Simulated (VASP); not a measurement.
Input of a VASP 6.6.1 run:

Contents of INCAR:

```
ALGO = Normal ; EDIFF = 1E-6
ENCUT = 520 ; GGA = PE
ISIF = 2 ; ISMEAR = 1
LASPH = True ; LCHARG = False
LREAL = False ; LWAVE = False
NBANDS = 19 ; NELM = 60
PREC = Accurate ; SIGMA = 0.1
```

KPOINTS

```
k-points
0
Gamma
  18 18 18
```

Contents of POSCAR:

```
Cr
1.0
    2.8479123140      0.0000000000      0.0000000000
    0.0000000000      2.8479123140      0.0000000000
    0.0000000000      0.0000000000      2.8479123140
Cr
2
Direct
    0.0000000000      0.0000000000      0.0000000000
    0.5000000000      0.5000000000      0.5000000000
```

Potentials or basis: VASP PAW PBE potentials, release 64 (Cr_pv).

Run with:

```bash
$ cat potpaw_PBE.64/Cr_pv/POTCAR > POTCAR
$ mpirun -np 1 vasp_std > vasp.out
```

Q: Predict the pressure.

A: -0.5 GPa.

Q: Estimate the band gap on the k mesh.

A: Zero (band 12 reaches 12.09 eV, above the bottom of band 13 at 10.57 eV).

Caveat: the run has no spin polarisation, though such a crystal can be magnetic. Spin polarisation is off, so any magnetic state and its effect on volume and gap are missing.
